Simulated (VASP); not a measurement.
# Sb2Pt (Pnnm) in VASP: single point with r2SCAN

Aim: the single point of Sb2Pt with r2SCAN.

All numbers are computed with VASP 6.6.1; they aren't measurements. Logs are shortened: lines on timing, memory, paths and dates and some standing lists are left out, and cuts for length are marked.

## 1. The cell of the first run

The structure is orthorhombic, space group Pnnm (No. 58). Conventional cell: a = 5.314 Å, b = 6.498 Å, c = 4.133 Å, α = 90.00°, β = 90.00°, γ = 90.00°. Pt (site symmetry 2/m) has 6 Sb at 2.66 to 2.70 Å within 3.5 Å. Within 3.5 Å of Sb (site symmetry m) lie 3 Pt at 2.66 to 2.70 Å and 2 Sb at 2.84 to 3.46 Å.

## 2. Single point, r2SCAN

POSCAR reads:

```
Sb2Pt
1.0
    5.3140858772      0.0000000000      0.0000000000
    0.0000000000      6.4979455868      0.0000000000
    0.0000000000      0.0000000000      4.1328557765
Pt Sb
2 4
Direct
    0.0000000000      0.0000000000      0.0000000000
    0.5000000000      0.5000000000      0.5000000000
    0.2153200795      0.3701058610      0.0000000000
    0.7846799205      0.6298941390      0.0000000000
    0.7153200795      0.1298941390      0.5000000000
    0.2846799205      0.8701058610      0.5000000000
```

INCAR.step1 reads:

```
SYSTEM = Sb2Pt
PREC = Accurate
ENCUT = 520
ISMEAR = 0
SIGMA = 0.1
LREAL = .False.
LASPH = .True.
NELM = 100
NBANDS = 29
GGA = PE
ALGO = Normal
EDIFF = 1E-4
LWAVE = .True.
LCHARG = .False.
```

INCAR.step2 reads:

```
SYSTEM = Sb2Pt
PREC = Accurate
ENCUT = 520
EDIFF = 1E-7
ISMEAR = 0
SIGMA = 0.1
LREAL = .False.
LASPH = .True.
NELM = 100
ALGO = Normal
ISIF = 2
LWAVE = .False.
LCHARG = .True.
METAGGA = R2SCAN
LMIXTAU = .True.
LELF = .True.
LVHAR = .True.
NBANDS = 29
ISTART = 1
```

KPOINTS reads:

```
regular mesh
0
Gamma
  4 4 6
  0 0 0
```

Potentials or basis: VASP PAW PBE potentials, release 64 (Pt, Sb).

Command:

```bash
> cat potpaw_PBE.64/Pt/POTCAR potpaw_PBE.64/Sb/POTCAR > POTCAR
> cp INCAR.step1 INCAR
> mpirun -np 1 vasp_std > vasp.out
> cp INCAR.step2 INCAR
> mpirun -np 1 vasp_std > vasp.out
```

OUTCAR:

```text
SYSTEM = Sb2Pt
   PREC = Accurate
   ENCUT = 520
   EDIFF = 1E-7
   ISMEAR = 0
   LREAL = .False.
   LASPH = .True.
   NELM = 100
   ISIF = 2
   METAGGA = R2SCAN
   ISTART = 1

 ion  position               nearest neighbor table
   1  0.000  0.000  0.000-   3 2.66   4 2.66   5 2.70   6 2.70   5 2.70   6 2.70
   2  0.500  0.500  0.500-   5 2.66   6 2.66   3 2.70   4 2.70   3 2.70   4 2.70
   3  0.215  0.370  0.000-   1 2.66   2 2.70   2 2.70   4 2.84   4 3.46   5 3.71   5 3.71   5 3.71
                             5 3.71
   4  0.785  0.630  0.000-   1 2.66   2 2.70   2 2.70   3 2.84   3 3.46   6 3.71   6 3.71   6 3.71
                             6 3.71
   5  0.715  0.130  0.500-   2 2.66   1 2.70   1 2.70   6 2.84   6 3.46   3 3.71   3 3.71   3 3.71
                             3 3.71
   6  0.285  0.870  0.500-   2 2.66   1 2.70   1 2.70   5 2.84   5 3.46   4 3.71   4 3.71   4 3.71
                             4 3.71

  LATTYP: Found a simple orthorhombic cell.
 ALAT       =     4.1328557765
 B/A-ratio  =     1.2858144984
 C/A-ratio  =     1.5722652660

  Lattice vectors:

 A1 = (   0.0000000000,   0.0000000000,   4.1328557765)
 A2 = (   5.3140858772,   0.0000000000,   0.0000000000)
 A3 = (   0.0000000000,   6.4979455868,   0.0000000000)

Analysis of symmetry for initial positions (statically):
=====================================================================
 Subroutine PRICEL returns:
 Original cell was already a primitive cell.

 Routine SETGRP: Setting up the symmetry group for a
 simple orthorhombic supercell.

 Subroutine GETGRP returns: Found  8 space group operations
 (whereof  4 operations were pure point group operations)
 out of a pool of  8 trial point group operations.

The static configuration has the point symmetry C_2h.
 The point group associated with its full space group is D_2h.

Analysis of symmetry for dynamics (positions and initial velocities):
=====================================================================
 Subroutine PRICEL returns:
 Original cell was already a primitive cell.

 Routine SETGRP: Setting up the symmetry group for a
 simple orthorhombic supercell.

 Subroutine GETGRP returns: Found  8 space group operations
 (whereof  4 operations were pure point group operations)
 out of a pool of  8 trial point group operations.

The dynamic configuration has the point symmetry C_2h.
 The point group associated with its full space group is D_2h.

 Subroutine INISYM returns: Found  8 space group operations
 (whereof  4 operations are pure point group operations),
 and found     1 'primitive' translations

----------------------------------------------------------------------------------------

                                     Primitive cell

  volume of cell :     142.7102

  direct lattice vectors                    reciprocal lattice vectors
     5.314085877  0.000000000  0.000000000     0.188179119  0.000000000  0.000000000
     0.000000000  6.497945587  0.000000000     0.000000000  0.153894794  0.000000000
     0.000000000  0.000000000  4.132855776     0.000000000  0.000000000  0.241963440

  length of vectors
     5.314085877  6.497945587  4.132855776     0.188179119  0.153894794  0.241963440

  position of ions in fractional coordinates (direct lattice)
     0.000000000  0.000000000  0.000000000
     0.500000000  0.500000000  0.500000000
     0.215320080  0.370105861  0.000000000
     0.784679920  0.629894139  0.000000000
     0.715320080  0.129894139  0.500000000
     0.284679920  0.870105861  0.500000000

  ion indices of the primitive-cell ions
   primitive index   ion index
                 1           1
                 2           2
                 3           3
                 4           4
                 5           5
                 6           6

----------------------------------------------------------------------------------------

 KPOINTS: regular mesh

Automatic generation of k-mesh.
 Grid dimensions read from file:
 generate k-points for:    4    4    6

 Generating k-lattice:

  Cartesian coordinates                     Fractional coordinates (reciprocal lattice)
     0.047044780  0.000000000  0.000000000     0.250000000  0.000000000  0.000000000
     0.000000000  0.038473699  0.000000000     0.000000000  0.250000000  0.000000000
     0.000000000  0.000000000  0.040327240     0.000000000  0.000000000  0.166666667

  Length of vectors
     0.047044780  0.038473699  0.040327240

  Shift w.r.t. Gamma in fractional coordinates (k-lattice)
     0.000000000  0.000000000  0.000000000

 Subroutine IBZKPT returns following result:
 ===========================================

 Found     36 irreducible k-points:

 Following reciprocal coordinates:
            Coordinates               Weight
  0.000000  0.000000  0.000000      1.000000
  0.250000  0.000000  0.000000      2.000000
  0.500000  0.000000  0.000000      1.000000
  0.000000  0.250000  0.000000      2.000000
  0.250000  0.250000  0.000000      4.000000
  0.500000  0.250000  0.000000      2.000000
[... 16 lines left out ...]
  0.250000  0.250000  0.333333      8.000000
  0.500000  0.250000  0.333333      4.000000
 [... further k-points ...]
   k-points           NKPTS =     36   k-points in BZ     NKDIM =     36   number of bands    NBANDS=     29
   number of dos      NEDOS =    301   number of ions     NIONS =      6
   total plane-waves  NPLWV =  61440
   dimension x,y,z NGX =    40 NGY =   48 NGZ =   32
   dimension x,y,z NGXF=    80 NGYF=   96 NGZF=   64
   ions per type =               2   4
   NGX,Y,Z   is equivalent  to a cutoff of  12.51, 12.28, 12.87 a.u.
   NGXF,Y,Z  is equivalent  to a cutoff of  25.03, 24.56, 25.74 a.u.
 SYSTEM =  Sb2Pt
   PREC   = accura    normal or accurate (medium, high low for compatibility)
   ISTART =      1    job   : 0-new  1-cont  2-samecut
   ICHARG =      0    charge: 1-file 2-atom 10-const
   ISPIN  =      1    spin polarized calculation?
   LNONCOLLINEAR =      F non collinear calculations
   LSORBIT =      F    spin-orbit coupling
   LASPH  =      T    aspherical Exc in radial PAW
   ENCUT  =  520.0 eV  38.22 Ry    6.18 a.u.   9.88 12.08  7.68*2*pi/ulx,y,z
   NELM   =    100;   NELMIN=  2; NELMDL=  0     # of ELM steps
   EDIFF  = 0.1E-06   stopping-criterion for ELM
   LREAL  =      F    real-space projection
   EDIFFG = 0.1E-05   stopping-criterion for IOM
   NSW    =      0    number of steps for IOM
   IBRION =     -1    ionic relax: 0-MD 1-quasi-New 2-CG
   NFREE  =      0    steps in history (QN), initial steepest desc. (CG)
   ISIF   =      2    stress and relaxation
   ISYM   =      2    0-nonsym 1-usesym 2-fastsym
   POTIM  = 0.5000    time-step for ionic-motion
   TEBEG  =    0.0;   TEEND  =   0.0 temperature during run
   PSTRESS=    0.0 pullay stress
   NELECT =      40.0000    total number of electrons
   NUPDOWN=      -1.0000    fix difference up-down
   EMIN   =  10.00;   EMAX   =-10.00  energy-range for DOS
   EFERMI =   0.00;   METHOD = LEGACY
   ISMEAR =     0;   SIGMA  =   0.10  broadening in eV -4-tet -1-fermi 0-gaus
   EFERMI_NEDOS =   21; number of points for ismear=-14 and -15
   IALGO  =     38    algorithm
   IMIX   =      4    mixing-type and parameters
     AMIX     =   0.40;   BMIX     =  1.00
     AMIX_MAG =   1.60;   BMIX_MAG =  1.00
  volume/ion in A,a.u.               =      23.79       160.51
  Fermi-wavevector in a.u.,A,eV,Ry     =   1.071379  2.024613 15.617493  1.147853
  Thomas-Fermi vector in A             =   2.207118
   LORBIT       =      0    0 simple, 1 ext, 2 COOP (PROOUT), +10 PAW based schemes
   METAGGA = R2SCAN    functional components
   LHFCALC =     F    Hartree Fock is set to
   AEXX    =    0.0000 exact exchange contribution
   IVDW    =     0    specifies the selected vdW correction
   LEPSILON=     F    determine dielectric tensor
   LRPA    =     F    only Hartree local field effects (RPA)
 non-spin polarized calculation
 Gauss-broadening in eV      SIGMA  =   0.10
  energy-cutoff  :      520.00
  volume of cell :      142.71
 maximum number of plane-waves:      3870
 NGX is ok and might be reduce to    40
   NGX = 19   NGY = 25   NGZ = 15

 number of electron      39.9999998 magnetization

 Free energy of the ion-electron system (eV)
  ---------------------------------------------------
  ext. energy  EPLUGINS =         0.00000000
  ---------------------------------------------------
  free energy    TOTEN  =      -209.00312543 eV

  energy without entropy =     -208.99227027  energy(sigma->0) =     -208.99769785

 E-fermi :   8.6988     XC(G=0): -11.2246

 val. band max:        8.6865375121   @ k =   0.2500   0.2500   0.0000
 cond. band min:       8.7021844649   @ k =   0.0000   0.2500   0.5000
 fundamental gap:      0.0156469528
 Fermi energy:         8.6988048084

 k-point     1 :       0.0000    0.0000    0.0000
  band No.  band energies     occupation
      1      -4.5769      2.00000
      2      -2.2516      2.00000
      3      -0.6755      2.00000
      4       0.1883      2.00000
      5       1.6289      2.00000
      6       2.6300      2.00000
[... 21 lines left out ...]
     28      13.8123      0.00000
     29      14.0135      0.00000

 k-point     2 :       0.2500    0.0000    0.0000
  band No.  band energies     occupation
      1      -4.2211      2.00000
      2      -2.0449      2.00000
      3      -1.3891      2.00000
      4      -0.8005      2.00000
      5       2.4252      2.00000
      6       2.5586      2.00000
[... 21 lines left out ...]
     28      13.0564      0.00000
     29      13.9715      0.00000

 k-point     3 :       0.5000    0.0000    0.0000
  band No.  band energies     occupation
      1      -3.1755      2.00000
      2      -3.1755      2.00000
      3      -1.3042      2.00000
      4      -1.3042      2.00000
      5       2.3109      2.00000
      6       2.3109      2.00000
[... 638 lines left out ...]
      5       2.2721      2.00000
      6       2.6717      2.00000
[... 21 lines left out ...]
     28      13.9979      0.00000
     29      14.8370      0.00000

 k-point    24 :       0.5000    0.2500    0.3333
  band No.  band energies     occupation
      1      -2.4903      2.00000
      2      -2.4903      2.00000
      3      -1.2155      2.00000
      4      -1.2155      2.00000
      5       2.5936      2.00000
      6       2.5936      2.00000
[... 21 lines left out ...]
     28      14.1150      0.00000
     29      15.7777      0.00000

 [... further k-points ...]

------------------------ aborting loop because EDIFF is reached ----------------------------------------

  FORCE on cell =-STRESS in cart. coord.  units (eV):
  Direction    XX          YY          ZZ          XY          YZ          ZX
  --------------------------------------------------------------------------------------
  -------------------------------------------------------------------------------------
  Total       -0.0443812      0.1088176     -0.1275824     -0.0000000      0.0000000      0.0000000
  in kB       -0.4982586      1.2216722     -1.4323417     -0.0000000      0.0000000      0.0000000
  external PRESSURE =      -0.2363094 kB  Pullay stress =       0.0000000 kB

 VOLUME and BASIS-vectors are now :
 -----------------------------------------------------------------------------
  energy-cutoff  :      520.00
  volume of cell :      142.71
      direct lattice vectors                 reciprocal lattice vectors
     5.314085877  0.000000000  0.000000000     0.188179119  0.000000000  0.000000000
     0.000000000  6.497945587  0.000000000     0.000000000  0.153894794  0.000000000
     0.000000000  0.000000000  4.132855776     0.000000000  0.000000000  0.241963440

 POSITION                                       TOTAL-FORCE (eV/Angst)
 -----------------------------------------------------------------------------------
      0.00000      0.00000      0.00000         0.000000      0.000000      0.000000
      2.65704      3.24897      2.06643         0.000000      0.000000      0.000000
      1.14423      2.40493      0.00000         0.046363      0.003965     -0.000000
      4.16986      4.09302      0.00000        -0.046363     -0.003965      0.000000
      3.80127      0.84405      2.06643         0.046363     -0.003965     -0.000000
      1.51281      5.65390      2.06643        -0.046363      0.003965      0.000000
 -----------------------------------------------------------------------------------
    total drift:                                0.000000      0.000000     -0.000000

  FREE ENERGIE OF THE ION-ELECTRON SYSTEM (eV)
  ---------------------------------------------------
  free  energy   TOTEN  =      -209.0031254343 eV

  energy  without entropy=     -208.9922702675  energy(sigma->0) =     -208.99769785
```

It took 5.7 min on 1 thread of AMD EPYC 7R13 (Zen 3), shared host; peak memory 0.3 GiB.

What came out:

```yaml
Free_energy: -209.0031 eV
Pressure: 0.0 GPa
Largest_force: 0.047 eV/Å
Band_gap_on_the_k_mesh: zero (bands 20 and 21 overlap by 1.41 eV)
```

Forces on the atoms (eV/Å):
```
Pt   0.000  0.000  0.000
Pt   0.000  0.000  0.000
Sb   0.046  0.004  0.000
Sb  -0.046 -0.004  0.000
Sb   0.046 -0.004  0.000
Sb  -0.046  0.004  0.000
```

Stress tensor (GPa, compression positive):
```
-0.05  0.00  0.00
 0.00  0.12  0.00
 0.00  0.00 -0.14
```

Levels at points of the mesh, in eV from the Fermi level:
```
           k point  band 16  band 17  band 18  band 19  band 20  band 21  band 22  band 23  band 24  band 25
(0.00, 0.00, 0.00)    -2.86    -2.86    -2.43    -1.88     0.10     0.20     2.33     3.40     3.78     4.00
(0.50, 0.00, 0.00)    -3.36    -0.80    -0.80    -0.47    -0.47     2.23     2.23     2.36     2.36     2.95
(0.00, 0.50, 0.00)    -3.31    -1.88    -1.88    -1.30    -1.30     1.15     1.15     3.00     3.00     3.72
(0.50, 0.50, 0.00)    -3.07    -0.58    -0.58     0.06     0.06     0.27     0.27     1.96     1.96     3.45
(0.00, 0.00, 0.50)    -3.80    -2.79    -2.79    -1.78    -1.78     0.94     0.94     1.57     1.57     2.32
(0.50, 0.00, 0.50)    -3.79    -3.07    -3.07    -3.00    -3.00     0.08     0.08     3.25     3.25     4.28
(0.00, 0.50, 0.50)    -3.70    -2.48    -2.48    -1.60    -1.60    -0.90    -0.90     1.68     1.68     3.24
(0.50, 0.50, 0.50)    -3.78    -3.02    -3.02    -0.91    -0.91     1.80     1.80     2.29     2.29     2.57
```

Caveat: the PAW data sets were made with another functional, which shifts forces and pressure a little; spin-orbit coupling is left out, which moves the levels of the heavy elements.
